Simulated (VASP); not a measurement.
# HC4 in VASP: a series of runs

Runs on HC4. Level: LDA. Tasks: single point.

All numbers are computed with VASP 6.6.1; they aren't measurements. Logs are shortened: lines on timing, memory, paths and dates and some standing lists are left out, and cuts for length are marked.

### Step 1. The cell of the first run

The cell holds a slab with vacuum, 10 atoms: a = 2.497 Å, b = 2.497 Å, c = 26.767 Å, α = 90.00°, β = 90.00°, γ = 120.00°.

### Step 2. Single point, LDA, collinear spin

Input file INCAR:

```
ALGO = Normal
DIPOL = 0.5 0.5 0.494
EDIFF = 1E-6
ENCUT = 520
GGA = CA
IDIPOL = 3
ISIF = 2
ISMEAR = 0
ISPIN = 2
LASPH = True
LCHARG = False
LDIPOL = True
LORBIT = 11
LREAL = False
LWAVE = False
MAGMOM = 0 1 0 0 0 0 0 0 0 0
NBANDS = 32
NELM = 150
PREC = Accurate
SIGMA = 0.05
```

Input file KPOINTS:

```
k-points
0
Gamma
  12 12 1
```

Input file POSCAR:

```
HC4
1.0
    2.4973156147      0.0000000000      0.0000000000
   -1.2486578074      2.1627387636      0.0000000000
    0.0000000000      0.0000000000     26.7669113980
H C
2 8
Direct
    0.0000000000      0.0000000000      0.3175562497
    0.3333333333      0.6666666667      0.5781802892
    0.0000000000      0.0000000000      0.3601461468
    0.6666666667      0.3333333333      0.3791906457
    0.6666666667      0.3333333333      0.4363241424
    0.3333333333      0.6666666667      0.4553686414
    0.3333333333      0.6666666667      0.5134950810
    0.0000000000      0.0000000000      0.5313700426
    0.0000000000      0.0000000000      0.6858025600
    0.6666666667      0.3333333333      0.6858011832
```

Potentials or basis: VASP PAW LDA potentials, release 64 (H, C).

Started as:

```console
$ cat potpaw_LDA.64/H/POTCAR potpaw_LDA.64/C/POTCAR > POTCAR
$ mpirun -np 1 vasp_std > vasp.out
```

OUTCAR:

```text
EDIFF = 1E-6
   ENCUT = 520
   GGA = CA
   ISIF = 2
   ISMEAR = 0
   ISPIN = 2
   LASPH = True
   LORBIT = 11
   LREAL = False
   NELM = 150
   PREC = Accurate

 ion  position               nearest neighbor table
   1  0.000  0.000  0.318-   3 1.14
   2  0.333  0.667  0.578-
   3  0.000  0.000  0.360-   1 1.14   4 1.53   4 1.53   4 1.53
   4  0.667  0.333  0.379-   5 1.53   3 1.53   3 1.53   3 1.53
   5  0.667  0.333  0.436-   4 1.53   6 1.53   6 1.53   6 1.53
   6  0.333  0.667  0.455-   5 1.53   5 1.53   5 1.53   7 1.56
   7  0.333  0.667  0.513-   8 1.52   8 1.52   8 1.52   6 1.56
   8  0.000  0.000  0.531-   7 1.52   7 1.52   7 1.52
   9  0.000  0.000  0.686-  10 1.44  10 1.44  10 1.44
  10  0.667  0.333  0.686-   9 1.44   9 1.44   9 1.44

  LATTYP: Found a hexagonal cell.
 ALAT       =     2.4973156147
 C/A-ratio  =    10.7182733494

  Lattice vectors:

 A1 = (   2.4973156147,   0.0000000000,   0.0000000000)
 A2 = (  -1.2486578074,   2.1627387636,   0.0000000000)
 A3 = (   0.0000000000,   0.0000000000,  26.7669113980)

Analysis of symmetry for initial positions (statically):
=====================================================================
 Subroutine PRICEL returns:
 Original cell was already a primitive cell.

 Routine SETGRP: Setting up the symmetry group for a
 hexagonal supercell.

 Subroutine GETGRP returns: Found  6 space group operations
 (whereof  6 operations were pure point group operations)
 out of a pool of 24 trial point group operations.

The static configuration has the point symmetry C_3v.

Analysis of symmetry for dynamics (positions and initial velocities):
=====================================================================
 Subroutine PRICEL returns:
 Original cell was already a primitive cell.

 Routine SETGRP: Setting up the symmetry group for a
 hexagonal supercell.

 Subroutine GETGRP returns: Found  6 space group operations
 (whereof  6 operations were pure point group operations)
 out of a pool of 24 trial point group operations.

The dynamic configuration has the point symmetry C_3v.

Analysis of structural, dynamic, and magnetic symmetry:
=====================================================================
 Subroutine PRICEL returns:
 Original cell was already a primitive cell.

 Routine SETGRP: Setting up the symmetry group for a
 hexagonal supercell.

 Subroutine GETGRP returns: Found  6 space group operations
 (whereof  6 operations were pure point group operations)
 out of a pool of 24 trial point group operations.

The overall configuration has the point symmetry C_3v.

 Subroutine INISYM returns: Found  6 space group operations
 (whereof  6 operations are pure point group operations),
 and found     1 'primitive' translations

----------------------------------------------------------------------------------------

                                     Primitive cell

  volume of cell :     144.5692

  direct lattice vectors                    reciprocal lattice vectors
     2.497315615  0.000000000  0.000000000     0.400429963  0.231188347  0.000000000
    -1.248657807  2.162738764  0.000000000     0.000000000  0.462376694  0.000000000
     0.000000000  0.000000000 26.766911398     0.000000000  0.000000000  0.037359559

  length of vectors
     2.497315615  2.497315615 26.766911398     0.462376694  0.462376694  0.037359559

  position of ions in fractional coordinates (direct lattice)
     0.000000000  0.000000000  0.317556250
     0.333333333  0.666666667  0.578180289
     0.000000000  0.000000000  0.360146147
     0.666666667  0.333333333  0.379190646
     0.666666667  0.333333333  0.436324142
     0.333333333  0.666666667  0.455368641
     0.333333333  0.666666667  0.513495081
     0.000000000  0.000000000  0.531370043
     0.000000000  0.000000000  0.685802560
     0.666666667  0.333333333  0.685801183

  ion indices of the primitive-cell ions
   primitive index   ion index
                 1           1
                 2           2
                 3           3
                 4           4
                 5           5
                 6           6
                 7           7
                 8           8
                 9           9
                10          10

----------------------------------------------------------------------------------------

 KPOINTS: k-points

Automatic generation of k-mesh.
 Grid dimensions read from file:
 generate k-points for:   12   12    1

 Generating k-lattice:

  Cartesian coordinates                     Fractional coordinates (reciprocal lattice)
     0.033369164  0.019265696  0.000000000     0.083333333  0.000000000  0.000000000
     0.000000000  0.038531391  0.000000000     0.000000000  0.083333333  0.000000000
     0.000000000  0.000000000  0.037359559     0.000000000  0.000000000  1.000000000

  Length of vectors
     0.038531391  0.038531391  0.037359559

  Shift w.r.t. Gamma in fractional coordinates (k-lattice)
     0.000000000  0.000000000  0.000000000

 Subroutine IBZKPT returns following result:
 ===========================================

 Found     19 irreducible k-points:

 Following reciprocal coordinates:
            Coordinates               Weight
  0.000000  0.000000  0.000000      1.000000
  0.083333 -0.000000  0.000000      6.000000
  0.166667  0.000000  0.000000      6.000000
  0.250000  0.000000  0.000000      6.000000
  0.333333 -0.000000  0.000000      6.000000
  0.416667 -0.000000  0.000000      6.000000
[... 11 lines left out ...]
  0.333333  0.250000  0.000000     12.000000
  0.333333  0.333333  0.000000      2.000000
   k-points           NKPTS =     19   k-points in BZ     NKDIM =     19   number of bands    NBANDS=     32
   number of dos      NEDOS =    301   number of ions     NIONS =     10
   total plane-waves  NPLWV =  80000
   dimension x,y,z NGX =    20 NGY =   20 NGZ =  200
   dimension x,y,z NGXF=    40 NGYF=   40 NGZF=  400
   ions per type =               2   8
   NGX,Y,Z   is equivalent  to a cutoff of  13.31, 13.31, 12.42 a.u.
   NGXF,Y,Z  is equivalent  to a cutoff of  26.63, 26.63, 24.84 a.u.
 SYSTEM =  unknown system
   PREC   = accura    normal or accurate (medium, high low for compatibility)
   ISTART =      0    job   : 0-new  1-cont  2-samecut
   ICHARG =      2    charge: 1-file 2-atom 10-const
   ISPIN  =      2    spin polarized calculation?
   LNONCOLLINEAR =      F non collinear calculations
   LSORBIT =      F    spin-orbit coupling
   LASPH  =      T    aspherical Exc in radial PAW
   ENCUT  =  520.0 eV  38.22 Ry    6.18 a.u.   4.64  4.64 49.77*2*pi/ulx,y,z
   NELM   =    150;   NELMIN=  2; NELMDL= -5     # of ELM steps
   EDIFF  = 0.1E-05   stopping-criterion for ELM
   LREAL  =      F    real-space projection
   EDIFFG = 0.1E-04   stopping-criterion for IOM
   NSW    =      0    number of steps for IOM
   IBRION =     -1    ionic relax: 0-MD 1-quasi-New 2-CG
   NFREE  =      0    steps in history (QN), initial steepest desc. (CG)
   ISIF   =      2    stress and relaxation
   ISYM   =      2    0-nonsym 1-usesym 2-fastsym
   POTIM  = 0.5000    time-step for ionic-motion
   TEBEG  =    0.0;   TEEND  =   0.0 temperature during run
   PSTRESS=    0.0 pullay stress
   NELECT =      34.0000    total number of electrons
   NUPDOWN=      -1.0000    fix difference up-down
   EMIN   =  10.00;   EMAX   =-10.00  energy-range for DOS
   EFERMI =   0.00;   METHOD = LEGACY
   ISMEAR =     0;   SIGMA  =   0.05  broadening in eV -4-tet -1-fermi 0-gaus
   EFERMI_NEDOS =   21; number of points for ismear=-14 and -15
   IALGO  =     38    algorithm
   IMIX   =      4    mixing-type and parameters
     AMIX     =   0.40;   BMIX     =  1.00
     AMIX_MAG =   1.60;   BMIX_MAG =  1.00
  volume/ion in A,a.u.               =      14.46        97.56
  Fermi-wavevector in a.u.,A,eV,Ry     =   1.010515  1.909596 13.893447  1.021140
  Thomas-Fermi vector in A             =   2.143508
   LORBIT       =     11    0 simple, 1 ext, 2 COOP (PROOUT), +10 PAW based schemes
   GGA     = CA    functional components
   LHFCALC =     F    Hartree Fock is set to
   AEXX    =    0.0000 exact exchange contribution
   IVDW    =     0    specifies the selected vdW correction
   LEPSILON=     F    determine dielectric tensor
   LRPA    =     F    only Hartree local field effects (RPA)
 spin polarized calculation
 Gauss-broadening in eV      SIGMA  =   0.05
  energy-cutoff  :      520.00
  volume of cell :      144.57
 maximum number of plane-waves:      3951
 NGX is ok and might be reduce to    20
   NGX =  9   NGY =  9   NGZ = 99

 dipolmoment           0.000000      0.000000     -0.036221 electrons x Angstroem

 number of electron      33.9999999 magnetization       0.0000185

 dipolmoment           0.000000      0.000000      0.039883 electrons x Angstroem

 Free energy of the ion-electron system (eV)
  ---------------------------------------------------
  ext. energy  EPLUGINS =         0.00000000
  ---------------------------------------------------
  free energy    TOTEN  =       -84.76297180 eV

  energy without entropy =      -84.76219974  energy(sigma->0) =      -84.76258577

 E-fermi :   0.5679     XC(G=0):  -5.6667

 val. band max:        0.5617872589   @ k =   0.3333   0.3333   0.0000
 cond. band min:       0.5739609612   @ k =   0.3333   0.3333   0.0000
 fundamental gap:      0.0121737023
 Fermi energy:         0.5678741022

 spin component 1

 k-point     1 :       0.0000    0.0000    0.0000
  band No.  band energies     occupation
      1     -20.6799      1.00000
      2     -19.0901      1.00000
      3     -18.4225      1.00000
      4     -16.7569      1.00000
      5     -11.8883      1.00000
      6      -8.4930      1.00000
[... 575 lines left out ...]
      6     -11.5667      1.00000
[... 21 lines left out ...]
     28      12.5481      0.00000
     29      13.1815      0.00000
 Fermi energy:         0.5678741022

 spin component 2

 k-point     1 :       0.0000    0.0000    0.0000
  band No.  band energies     occupation
      1     -20.6799      1.00000
      2     -19.0901      1.00000
      3     -18.4225      1.00000
      4     -16.7569      1.00000
      5     -11.8883      1.00000
      6      -8.4930      1.00000
[... 575 lines left out ...]
      6     -11.5667      1.00000
[... 21 lines left out ...]
     28      12.5481      0.00000
     29      13.1816      0.00000
 [bands above 29 left out]

------------------------ aborting loop because EDIFF is reached ----------------------------------------

 vacuum level on the upper side and lower side of the slab       (xc-potential included)         0.646        -0.663

  FORCE on cell =-STRESS in cart. coord.  units (eV):
  Direction    XX          YY          ZZ          XY          YZ          ZX
  --------------------------------------------------------------------------------------
  -------------------------------------------------------------------------------------
  Total       -4.5909664     -4.5909664     -1.2436325      0.0000000      0.0000000     -0.0000000
  in kB      -50.8790434    -50.8790434    -13.7824648      0.0000000      0.0000000     -0.0000000
  external PRESSURE =     -38.5135172 kB  Pullay stress =       0.0000000 kB

 VOLUME and BASIS-vectors are now :
 -----------------------------------------------------------------------------
  energy-cutoff  :      520.00
  volume of cell :      144.57
      direct lattice vectors                 reciprocal lattice vectors
     2.497315615  0.000000000  0.000000000     0.400429963  0.231188347  0.000000000
    -1.248657807  2.162738764  0.000000000     0.000000000  0.462376694  0.000000000
     0.000000000  0.000000000 26.766911398     0.000000000  0.000000000  0.037359559

 POSITION                                       TOTAL-FORCE (eV/Angst)
 -----------------------------------------------------------------------------------
      0.00000      0.00000      8.50000         0.000000      0.000000      0.722498
     -0.00000      1.44183     15.47610         0.000000      0.000000      0.007843
      0.00000      0.00000      9.64000         0.000000      0.000000      0.293016
      1.24866      0.72091     10.14976        -0.000000      0.000000     -1.100734
      1.24866      0.72091     11.67905         0.000000      0.000000      0.251322
     -0.00000      1.44183     12.18881         0.000000      0.000000     -0.228059
     -0.00000      1.44183     13.74468         0.000000      0.000000      0.006058
      0.00000      0.00000     14.22313         0.000000      0.000000      0.045583
      0.00000      0.00000     18.35682        -0.000000      0.000000      0.001512
      1.24866      0.72091     18.35678         0.000000     -0.000000      0.000961
 -----------------------------------------------------------------------------------
    total drift:                               -0.000002      0.000001     -0.000002

  FREE ENERGIE OF THE ION-ELECTRON SYSTEM (eV)
  ---------------------------------------------------
  free  energy   TOTEN  =       -84.7629718015 eV

  energy  without entropy=      -84.7621997430  energy(sigma->0) =      -84.76258577

 vacuum level on the upper side and lower side of the slab         5.229         3.899

 total charge

# of ion       s       p       d       tot
------------------------------------------
    1        0.605   0.037   0.000   0.642
    2        0.318   0.015   0.000   0.333
    3        0.829   1.765   0.000   2.593
    4        0.821   1.774   0.000   2.596
    5        0.824   1.781   0.000   2.605
    6        0.827   1.769   0.000   2.596
    7        0.825   1.759   0.000   2.584
    8        0.828   1.671   0.000   2.499
    9        0.845   1.751   0.000   2.596
   10        0.844   1.753   0.000   2.597
--------------------------------------------------
tot          7.566  14.075   0.000  21.641

 magnetization (x)

# of ion       s       p       d       tot
------------------------------------------
    1       -0.000  -0.000   0.000  -0.000
    2       -0.000   0.000   0.000  -0.000
    3       -0.000  -0.000   0.000  -0.000
    4        0.000  -0.000   0.000  -0.000
    5       -0.000  -0.000   0.000  -0.000
    6        0.000   0.000   0.000   0.000
    7       -0.000  -0.000   0.000  -0.000
    8       -0.000   0.000   0.000   0.000
    9        0.000  -0.000   0.000  -0.000
   10        0.000  -0.000   0.000  -0.000
--------------------------------------------------
tot         -0.000  -0.000   0.000  -0.000
```

It took 11 min on 1 thread of Intel Xeon 8259CL, shared host; peak memory 0.3 GiB.

Results:

```yaml
Free_energy: -84.7630 eV
Largest_force: 1.101 eV/Å
Band_gap_on_the_k_mesh: 0.01 eV
Net_moment: 0.00 μB per cell
Valence_electrons_inside_the_program's_atomic_spheres: H 0.64, 0.33; C 2.59, 2.60, 2.58, 2.50 (each value once)
```

Forces in eV/Å, atoms in the order of the input:
```
H    0.000  0.000  0.722
H    0.000  0.000  0.008
C    0.000  0.000  0.293
C    0.000  0.000 -1.101
C    0.000  0.000  0.251
C    0.000  0.000 -0.228
C    0.000  0.000  0.006
C    0.000  0.000  0.046
C    0.000  0.000  0.002
C    0.000  0.000  0.001
```

### Step 3. Single point, LDA, collinear spin

Input file INCAR:

```
SYSTEM = HC4
ALGO = Normal
DIPOL = 0.5 0.5 0.484
EDIFF = 1E-6
ENCUT = 520
GGA = CA
IDIPOL = 3
ISIF = 2
ISMEAR = 0
ISPIN = 2
LASPH = .True.
LCHARG = .True.
LDIPOL = .True.
LELF = .True.
LORBIT = 11
LREAL = .False.
LVACPOTAV = .True.
LVHAR = .True.
LWAVE = .False.
MAGMOM = 0 1 0 0 0 0 0 0 0 0
NBANDS = 32
NELM = 150
PREC = Accurate
SIGMA = 0.05
```

Input file KPOINTS:

```
k-points
0
Gamma
  12 12 1
  0 0 0
```

Input file POSCAR:

```
HC4
1.0
    2.4973156147      0.0000000000      0.0000000000
   -1.2486578074      2.1627387636      0.0000000000
    0.0000000000      0.0000000000     26.7669113980
H C
2 8
Direct
    0.0000000000      0.0000000000      0.3175562497
    0.0000000000      0.0000000000      0.6540692969
    0.0000000000      0.0000000000      0.3601461468
    0.6666666667      0.3333333333      0.3791906457
    0.6666666667      0.3333333333      0.4363241424
    0.3333333333      0.6666666667      0.4553686414
    0.3333333333      0.6666666667      0.5125992515
    0.0000000000      0.0000000000      0.5313868795
    0.0000000000      0.0000000000      0.5896074588
    0.6666666667      0.3333333333      0.6074970383
```

Potentials or basis: VASP PAW LDA potentials, release 64 (H, C).

Started as:

```console
$ cat potpaw_LDA.64/H/POTCAR potpaw_LDA.64/C/POTCAR > POTCAR
$ mpirun -np 1 vasp_std > vasp.out
```

Wall time 11 min (1 thread of Intel Xeon 8259CL, shared host); peak memory 0.3 GiB.

Results (log left out):

```
Free energy                                           : -84.8547 eV
Largest force                                         : 1.082 eV/Å
Band gap on the k mesh                                : 1.25 eV (least direct gap 1.97 eV)
Net moment                                            : 0.00 μB per cell
Valence electrons inside the program's atomic spheres : H 0.64, 0.33; C 2.59, 2.60, 2.61, 2.58, 2.50 (each value once)
```

Forces on the atoms (eV/Å):
```
H    0.000  0.000  0.717
H    0.000  0.000  0.008
C    0.000  0.000  0.295
C    0.000  0.000 -1.082
C    0.000  0.000  0.052
C    0.000  0.000 -0.051
C    0.000  0.000 -0.001
C    0.000  0.000  0.007
C    0.000  0.000  0.013
C    0.000  0.000  0.042
```

Levels at points of the mesh, in eV from the valence-band top:
Spin up:
```tsv
k point	band 13	band 14	band 15	band 16	band 17	band 18	band 19	band 20	band 21	band 22
(0.00, 0.00, 0.00)	-1.16	-0.80	-0.80	0.00	0.00	2.79	3.40	4.29	5.35	5.87
(0.50, 0.00, 0.00)	-5.01	-3.94	-3.53	-2.95	-0.72	1.25	5.37	5.92	6.31	7.45
```
Spin down:
| k point | band 14 | band 15 | band 16 | band 17 | band 18 | band 19 | band 20 | band 21 |
| --- | --- | --- | --- | --- | --- | --- | --- | --- |
| (0.00, 0.00, 0.00) | -0.80 | -0.80 | 0.00 | 0.00 | 2.79 | 3.40 | 4.29 | 5.35 |
| (0.50, 0.00, 0.00) | -3.94 | -3.53 | -2.95 | -0.72 | 1.25 | 5.37 | 5.92 | 6.31 |
